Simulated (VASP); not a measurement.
# Re (Im-3m) in VASP: a series of runs

Re is run at these levels: LDA; tasks: single point.

All numbers are computed with VASP 6.6.1; they aren't measurements. Logs are shortened: lines on timing, memory, paths and dates and some standing lists are left out, and cuts for length are marked.

### Step 1. The cell of the first run

The structure is cubic, space group Im-3m (No. 229). Conventional cell: a = 3.069 Å, b = 3.069 Å, c = 3.069 Å, α = 90.00°, β = 90.00°, γ = 90.00°. Within 3.5 Å of Re (site symmetry m-3m) lie 14 Re at 2.66 to 3.07 Å.

This isn't the form of Re at room conditions, which is hcp.

### Step 2. Single point, LDA

INCAR

```
SYSTEM = Re
PREC = Accurate
ENCUT = 560
EDIFF = 1E-6
ISMEAR = 0
SIGMA = 0.05
LREAL = .False.
LASPH = .True.
NELM = 120
ALGO = Normal
ISIF = 2
LWAVE = .False.
LCHARG = .False.
GGA = CA
NBANDS = 14
GGA_COMPAT = .False.
```

KPOINTS

```
Automatic mesh
0
Gamma
  10 10 10
  0 0 0
```

POSCAR

```
Re
1.0
   -1.5344245356      1.5344245356      1.5344245356
    1.5344245356     -1.5344245356      1.5344245356
    1.5344245356      1.5344245356     -1.5344245356
Re
1
Direct
    0.0000000000      0.0000000000      0.0000000000
```

Potentials or basis: VASP PAW LDA potentials, release 64 (Re_sv_GW).

Command:

```bash
> cat potpaw_LDA.64/Re_sv_GW/POTCAR > POTCAR
> mpirun -np 1 vasp_std > vasp.out
```

OUTCAR:

```text
SYSTEM = Re
   PREC = Accurate
   ENCUT = 560
   EDIFF = 1E-6
   ISMEAR = 0
   LREAL = .False.
   LASPH = .True.
   NELM = 120
   ISIF = 2
   GGA = CA

 ion  position               nearest neighbor table
   1  0.000  0.000  0.000-

  LATTYP: Found a body centered cubic cell.
 ALAT       =     3.0688490712

  Lattice vectors:

 A1 = (  -1.5344245356,   1.5344245356,   1.5344245356)
 A2 = (   1.5344245356,  -1.5344245356,   1.5344245356)
 A3 = (   1.5344245356,   1.5344245356,  -1.5344245356)

Analysis of symmetry for initial positions (statically):
=====================================================================
 Subroutine PRICEL returns:
 Original cell was already a primitive cell.

 Routine SETGRP: Setting up the symmetry group for a
 body centered cubic supercell.

 Subroutine GETGRP returns: Found 48 space group operations
 (whereof 48 operations were pure point group operations)
 out of a pool of 48 trial point group operations.

The static configuration has the point symmetry O_h .

Analysis of symmetry for dynamics (positions and initial velocities):
=====================================================================
 Subroutine PRICEL returns:
 Original cell was already a primitive cell.

 Routine SETGRP: Setting up the symmetry group for a
 body centered cubic supercell.

 Subroutine GETGRP returns: Found 48 space group operations
 (whereof 48 operations were pure point group operations)
 out of a pool of 48 trial point group operations.

The dynamic configuration has the point symmetry O_h .

 Subroutine INISYM returns: Found 48 space group operations
 (whereof 48 operations are pure point group operations),
 and found     1 'primitive' translations

----------------------------------------------------------------------------------------

                                     Primitive cell

  volume of cell :      14.4510

  direct lattice vectors                    reciprocal lattice vectors
    -1.534424536  1.534424536  1.534424536     0.000000000  0.325855061  0.325855061
     1.534424536 -1.534424536  1.534424536     0.325855061  0.000000000  0.325855061
     1.534424536  1.534424536 -1.534424536     0.325855061  0.325855061  0.000000000

  length of vectors
     2.657701256  2.657701256  2.657701256     0.460828646  0.460828646  0.460828646

  position of ions in fractional coordinates (direct lattice)
     0.000000000  0.000000000  0.000000000

  ion indices of the primitive-cell ions
   primitive index   ion index
                 1           1

----------------------------------------------------------------------------------------

 KPOINTS: Automatic mesh

Automatic generation of k-mesh.
 Grid dimensions read from file:
 generate k-points for:   10   10   10

 Generating k-lattice:

  Cartesian coordinates                     Fractional coordinates (reciprocal lattice)
     0.000000000  0.032585506  0.032585506     0.100000000  0.000000000  0.000000000
     0.032585506  0.000000000  0.032585506     0.000000000  0.100000000  0.000000000
     0.032585506  0.032585506  0.000000000     0.000000000  0.000000000  0.100000000

  Length of vectors
     0.046082865  0.046082865  0.046082865

  Shift w.r.t. Gamma in fractional coordinates (k-lattice)
     0.000000000  0.000000000  0.000000000

 Subroutine IBZKPT returns following result:
 ===========================================

 Found     47 irreducible k-points:

 Following reciprocal coordinates:
            Coordinates               Weight
  0.000000  0.000000  0.000000      1.000000
  0.100000  0.000000  0.000000     12.000000
  0.200000  0.000000  0.000000     12.000000
  0.300000  0.000000  0.000000     12.000000
  0.400000  0.000000  0.000000     12.000000
  0.500000  0.000000  0.000000      6.000000
[... 16 lines left out ...]
  0.300000  0.300000  0.100000      8.000000
 -0.300000  0.300000  0.100000     24.000000
 [... further k-points ...]
   k-points           NKPTS =     47   k-points in BZ     NKDIM =     47   number of bands    NBANDS=     14
   number of dos      NEDOS =    301   number of ions     NIONS =      1
   total plane-waves  NPLWV =  13824
   dimension x,y,z NGX =    24 NGY =   24 NGZ =   24
   dimension x,y,z NGXF=    48 NGYF=   48 NGZF=   48
   ions per type =               1
   NGX,Y,Z   is equivalent  to a cutoff of  15.01, 15.01, 15.01 a.u.
   NGXF,Y,Z  is equivalent  to a cutoff of  30.03, 30.03, 30.03 a.u.
 SYSTEM =  Re
   PREC   = accura    normal or accurate (medium, high low for compatibility)
   ISTART =      0    job   : 0-new  1-cont  2-samecut
   ICHARG =      2    charge: 1-file 2-atom 10-const
   ISPIN  =      1    spin polarized calculation?
   LNONCOLLINEAR =      F non collinear calculations
   LSORBIT =      F    spin-orbit coupling
   LASPH  =      T    aspherical Exc in radial PAW
   ENCUT  =  560.0 eV  41.16 Ry    6.42 a.u.   5.13  5.13  5.13*2*pi/ulx,y,z
   NELM   =    120;   NELMIN=  2; NELMDL= -5     # of ELM steps
   EDIFF  = 0.1E-05   stopping-criterion for ELM
   LREAL  =      F    real-space projection
   EDIFFG = 0.1E-04   stopping-criterion for IOM
   NSW    =      0    number of steps for IOM
   IBRION =     -1    ionic relax: 0-MD 1-quasi-New 2-CG
   NFREE  =      0    steps in history (QN), initial steepest desc. (CG)
   ISIF   =      2    stress and relaxation
   ISYM   =      2    0-nonsym 1-usesym 2-fastsym
   POTIM  = 0.5000    time-step for ionic-motion
   TEBEG  =    0.0;   TEEND  =   0.0 temperature during run
   PSTRESS=    0.0 pullay stress
   NELECT =      15.0000    total number of electrons
   NUPDOWN=      -1.0000    fix difference up-down
   EMIN   =  10.00;   EMAX   =-10.00  energy-range for DOS
   EFERMI =   0.00;   METHOD = LEGACY
   ISMEAR =     0;   SIGMA  =   0.05  broadening in eV -4-tet -1-fermi 0-gaus
   EFERMI_NEDOS =   21; number of points for ismear=-14 and -15
   IALGO  =     38    algorithm
   IMIX   =      4    mixing-type and parameters
     AMIX     =   0.40;   BMIX     =  1.00
     AMIX_MAG =   1.60;   BMIX_MAG =  1.00
  volume/ion in A,a.u.               =      14.45        97.52
  Fermi-wavevector in a.u.,A,eV,Ry     =   1.657574  3.132362 37.382730  2.747553
  Thomas-Fermi vector in A             =   2.745304
   LORBIT       =      0    0 simple, 1 ext, 2 COOP (PROOUT), +10 PAW based schemes
   GGA     = CA    functional components
   LHFCALC =     F    Hartree Fock is set to
   AEXX    =    0.0000 exact exchange contribution
   IVDW    =     0    specifies the selected vdW correction
   LEPSILON=     F    determine dielectric tensor
   LRPA    =     F    only Hartree local field effects (RPA)
 non-spin polarized calculation
 Gauss-broadening in eV      SIGMA  =   0.05
  energy-cutoff  :      560.00
  volume of cell :       14.45
 maximum number of plane-waves:       466
 NGX is ok and might be reduce to    24
   NGX = 11   NGY = 11   NGZ = 11

 number of electron      15.0000001 magnetization

 Free energy of the ion-electron system (eV)
  ---------------------------------------------------
  ext. energy  EPLUGINS =         0.00000000
  ---------------------------------------------------
  free energy    TOTEN  =       -15.04909570 eV

  energy without entropy =      -15.04738110  energy(sigma->0) =      -15.04823840

 E-fermi :  13.9421     XC(G=0): -14.5327

 val. band max:       13.9343898846   @ k =   0.2000   0.2000   0.0000
 cond. band min:      14.0510269660   @ k =  -0.3000   0.5000   0.1000
 fundamental gap:      0.1166370814
 Fermi energy:        13.9420703926

 k-point     1 :       0.0000    0.0000    0.0000
  band No.  band energies     occupation
      1     -66.3719      2.00000
      2     -27.7837      2.00000
      3     -27.7837      2.00000
      4     -27.7837      2.00000
      5       3.2085      2.00000
      6      11.2501      2.00000
      7      11.2501      2.00000
      8      11.2501      2.00000
      9      14.7857      0.00000
     10      14.7857      0.00000
     11      28.7449      0.00000
     12      28.7449      0.00000
     13      28.7449      0.00000
     14      41.7762      0.00000

 k-point     2 :       0.1000    0.0000    0.0000
  band No.  band energies     occupation
      1     -66.3585      2.00000
      2     -27.9185      2.00000
      3     -27.8264      2.00000
      4     -27.7844      2.00000
      5       3.7098      2.00000
      6      10.9738      2.00000
      7      11.1905      2.00000
      8      11.7328      2.00000
      9      14.4048      0.00000
     10      14.7986      0.00000
     11      29.1163      0.00000
     12      29.5738      0.00000
     13      29.8051      0.00000
     14      38.4754      0.00000

 k-point     3 :       0.2000    0.0000    0.0000
  band No.  band energies     occupation
      1     -66.3233      2.00000
      2     -28.2620      2.00000
      3     -27.9363      2.00000
      4     -27.7856      2.00000
      5       4.9941      2.00000
      6      10.3196      2.00000
      7      10.9111      2.00000
      8      13.1238      2.00000
      9      14.0703      0.00029
     10      14.8883      0.00000
     11      29.3960      0.00000
     12      31.1736      0.00000
     13      31.8669      0.00000
     14      36.1550      0.00000
[... 324 lines left out ...]
 k-point    23 :       0.3000    0.3000    0.1000
  band No.  band energies     occupation
      1     -66.2208      2.00000
      2     -28.6276      2.00000
      3     -28.6276      2.00000
      4     -28.0694      2.00000
      5       8.4615      2.00000
      6      10.2248      2.00000
      7      10.2248      2.00000
      8      15.5742      0.00000
      9      15.5742      0.00000
     10      21.0387      0.00000
     11      24.8228      0.00000
     12      24.8228      0.00000
     13      28.9315      0.00000
     14      37.5909      0.00000

 k-point    24 :      -0.3000    0.3000    0.1000
  band No.  band energies     occupation
      1     -66.2688      2.00000
      2     -28.6509      2.00000
      3     -28.1172      2.00000
      4     -27.8885      2.00000
      5       6.6633      2.00000
      6      10.0877      2.00000
      7      10.6873      2.00000
      8      13.4305      2.00000
      9      15.0675      0.00000
     10      15.8085      0.00000
     11      27.7961      0.00000
     12      30.3406      0.00000
     13      34.7756      0.00000
     14      36.1180      0.00000

 [... further k-points ...]

------------------------ aborting loop because EDIFF is reached ----------------------------------------

  FORCE on cell =-STRESS in cart. coord.  units (eV):
  Direction    XX          YY          ZZ          XY          YZ          ZX
  --------------------------------------------------------------------------------------
  -------------------------------------------------------------------------------------
  Total        0.0076763      0.0076763      0.0076763      0.0000000      0.0000000      0.0000000
  in kB        0.8510660      0.8510660      0.8510660      0.0000000      0.0000000      0.0000000
  external PRESSURE =       0.8510660 kB  Pullay stress =       0.0000000 kB

 VOLUME and BASIS-vectors are now :
 -----------------------------------------------------------------------------
  energy-cutoff  :      560.00
  volume of cell :       14.45
      direct lattice vectors                 reciprocal lattice vectors
    -1.534424536  1.534424536  1.534424536     0.000000000  0.325855061  0.325855061
     1.534424536 -1.534424536  1.534424536     0.325855061  0.000000000  0.325855061
     1.534424536  1.534424536 -1.534424536     0.325855061  0.325855061  0.000000000

 POSITION                                       TOTAL-FORCE (eV/Angst)
 -----------------------------------------------------------------------------------
      0.00000      0.00000      0.00000         0.000000     -0.000000     -0.000000
 -----------------------------------------------------------------------------------
    total drift:                                0.000000      0.000000      0.000000

  FREE ENERGIE OF THE ION-ELECTRON SYSTEM (eV)
  ---------------------------------------------------
  free  energy   TOTEN  =       -15.0490957036 eV

  energy  without entropy=      -15.0473810996  energy(sigma->0) =      -15.04823840
```

Run time: 6.9 s. Hardware: 1 thread of AMD EPYC 9R45 (Zen 5), shared host; peak memory 0.11 GiB.

Results:

| Property | Result |
| --- | --- |
| Free energy | -15.0491 eV |
| Pressure | 0.1 GPa |
| Band gap on the k mesh | zero (an odd number of electrons rules out a gap without spin polarisation) |

Levels at points of the mesh, in eV from the Fermi level:
```tsv
k point	band 5	band 6	band 7	band 8	band 9	band 10
(0.00, 0.00, 0.00)	-10.73	-2.69	-2.69	-2.69	0.84	0.84
(0.50, 0.00, 0.00)	-7.57	-5.02	0.24	0.75	1.66	4.78
(0.50, 0.50, 0.50)	-7.25	-7.25	3.80	3.80	3.80	8.19
```

Caveat: spin-orbit coupling is left out, which moves the levels of the heavy elements.

### Step 3. Single point, LDA

This run uses another cell than the first one, of 13.95 Å³/atom.

Changes to INCAR since step 2:

```diff
@@ -13,3 +13,2 @@
 LCHARG = .False.
-GGA = CA
 NBANDS = 14
```

KPOINTS

```
regular mesh
0
Gamma
  10 10 10
  0 0 0
```

POSCAR

```
Re
1.0
   -1.5166117494      1.5166117494      1.5166117494
    1.5166117494     -1.5166117494      1.5166117494
    1.5166117494      1.5166117494     -1.5166117494
Re
1
Direct
    0.0000000000      0.0000000000      0.0000000000
```

Potentials or basis: VASP PAW LDA potentials, release 64 (Re_sv_GW).

Command:

```bash
> cat potpaw_LDA.64/Re_sv_GW/POTCAR > POTCAR
> mpirun -np 1 vasp_std > vasp.out
```

It took 5.1 s on 1 thread of Intel Xeon Platinum 8488C (Sapphire Rapids), shared host; peak memory 0.12 GiB.

It converged, with:

```yaml
Free_energy: -15.0216 eV
Pressure: 15.2 GPa
Band_gap_on_the_k_mesh: zero (an odd number of electrons rules out a gap without spin polarisation)
```

Levels at points of the mesh, in eV from the Fermi level:
```
           k point  band 3  band 4  band 5  band 6  band 7  band 8  band 9  band 10  band 11  band 12
(0.00, 0.00, 0.00)  -41.67  -41.67  -10.98   -2.81   -2.81   -2.81    0.89     0.89    14.84    14.84
(0.50, 0.00, 0.00)  -42.15  -41.68   -7.86   -5.25    0.34    0.82    1.77     5.07    11.06    11.67
(0.50, 0.50, 0.50)  -42.71  -42.71   -7.59   -7.59    4.02    4.02    4.02     8.45     8.45     8.45
```

Caveat: the cell stands under pressure; spin-orbit coupling is left out, which moves the levels of the heavy elements.

### Step 4. Single point, LDA

This run uses another cell than the first one, of 13.53 Å³/atom.

INCAR

```
ALGO = Normal ; EDIFF = 1E-6
ENCUT = 560 ; GGA = CA
GGA_COMPAT = False ; ISIF = 2
ISMEAR = 0 ; LASPH = True
LCHARG = False ; LREAL = False
LWAVE = False ; NBANDS = 14
NELM = 120 ; PREC = Accurate
SIGMA = 0.05
```

KPOINTS

```
k-points
0
Gamma
  10 10 10
```

POSCAR

```
Re
1.0
   -1.5012950638      1.5012950638      1.5012950638
    1.5012950638     -1.5012950638      1.5012950638
    1.5012950638      1.5012950638     -1.5012950638
Re
1
Direct
    0.0000000000      0.0000000000      0.0000000000
```

Command:

```bash
> cat potpaw_LDA.64/Re_sv_GW/POTCAR > POTCAR
> mpirun -np 1 vasp_std > vasp.out
```

It took 3.4 s on 1 thread of Intel Xeon 6975P-C (Granite Rapids), shared host; peak memory 0.13 GiB.

Results (log left out):

```
Free energy            : -14.9590 eV
Pressure               : 30.3 GPa
Band gap on the k mesh : zero (an odd number of electrons rules out a gap without spin polarisation)
```

Levels at points of the mesh, in eV from the Fermi level:
| k point | band 3 | band 4 | band 5 | band 6 | band 7 | band 8 | band 9 | band 10 | band 11 | band 12 |
| --- | --- | --- | --- | --- | --- | --- | --- | --- | --- | --- |
| (0.00, 0.00, 0.00) | -41.62 | -41.62 | -11.19 | -2.91 | -2.91 | -2.91 | 0.93 | 0.93 | 14.86 | 14.86 |
| (0.50, 0.00, 0.00) | -42.15 | -41.63 | -8.12 | -5.46 | 0.43 | 0.87 | 1.87 | 5.33 | 11.58 | 11.71 |
| (0.50, 0.50, 0.50) | -42.76 | -42.76 | -7.91 | -7.91 | 4.22 | 4.22 | 4.22 | 8.69 | 8.69 | 8.69 |

Caveat: the cell stands under pressure; spin-orbit coupling is left out, which moves the levels of the heavy elements.

### Step 5. Single point, LDA

This run uses another cell than the first one, of 13.17 Å³/atom.

INCAR

```
ALGO     = Normal         # electronic algorithm
EDIFF    = 1E-6           # SCF threshold, eV
ENCUT    = 560            # plane-wave cutoff, eV
GGA_COMPAT= F            
ISIF     = 2              # what is computed and relaxed
ISMEAR   = 0              # smearing method
LASPH    = T              # aspherical terms in the spheres
LCHARG   = T              # write CHGCAR
LELF     = T              # ELF
LREAL    = F              # projectors in reciprocal space
LVHAR    = T            
LWAVE    = F              # write WAVECAR
NBANDS   = 14             # bands
NELM     = 120            # most SCF steps
PREC     = Accurate       # precision mode
SIGMA    = 0.05           # smearing width, eV
```

KPOINTS is that of step 4.

POSCAR

```
Re
1.0
   -1.4877974767      1.4877974767      1.4877974767
    1.4877974767     -1.4877974767      1.4877974767
    1.4877974767      1.4877974767     -1.4877974767
Re
1
Direct
    0.0000000000      0.0000000000      0.0000000000
```

Command:

```bash
> cat potpaw_LDA.64/Re_sv_GW/POTCAR > POTCAR
> mpirun -np 1 vasp_std > vasp.out
```

Wall time 4.5 s (1 thread of Intel Xeon 6975P-C (Granite Rapids), shared host); peak memory 0.12 GiB.

It converged, with:

```yaml
Free_energy: -14.8706 eV
Pressure: 45.4 GPa
Band_gap_on_the_k_mesh: zero (an odd number of electrons rules out a gap without spin polarisation)
```

Levels at points of the mesh, in eV from the Fermi level:
| k point | band 3 | band 4 | band 5 | band 6 | band 7 | band 8 | band 9 | band 10 | band 11 | band 12 |
| --- | --- | --- | --- | --- | --- | --- | --- | --- | --- | --- |
| (0.00, 0.00, 0.00) | -41.58 | -41.58 | -11.37 | -3.01 | -3.01 | -3.01 | 0.96 | 0.96 | 14.87 | 14.87 |
| (0.50, 0.00, 0.00) | -42.15 | -41.59 | -8.36 | -5.65 | 0.53 | 0.92 | 1.96 | 5.56 | 11.74 | 12.06 |
| (0.50, 0.50, 0.50) | -42.81 | -42.81 | -8.20 | -8.20 | 4.40 | 4.40 | 4.40 | 8.91 | 8.91 | 8.91 |

Caveat: the cell stands under pressure; spin-orbit coupling is left out, which moves the levels of the heavy elements.

### Step 6. Summary

```csv
cell,gap on the mesh (eV),pressure (GPa)
"a = 2.658 Å, angles 109.5°, 1 atom",none,0.1
"a = 2.627 Å, angles 109.5°, 1 atom",none,15.2
"a = 2.600 Å, angles 109.5°, 1 atom",none,30.3
"a = 2.577 Å, angles 109.5°, 1 atom",none,45.4
```

Alike in all rows: task single point; level LDA; potentials or basis VASP PAW LDA potentials, release 64 (Re_sv_GW); no spin polarisation; k mesh 10 × 10 × 10; cutoff (eV) 560; smearing gaussian 0.05 eV.

Caveats: spin-orbit coupling is left out, which moves the levels of the heavy elements; the cell stands under pressure (at least some runs).

Total energies depend on the potentials used, so only differences within one code and one set of settings carry meaning.

The gap in the log of VASP goes by the Fermi energy; the results here count the filled bands.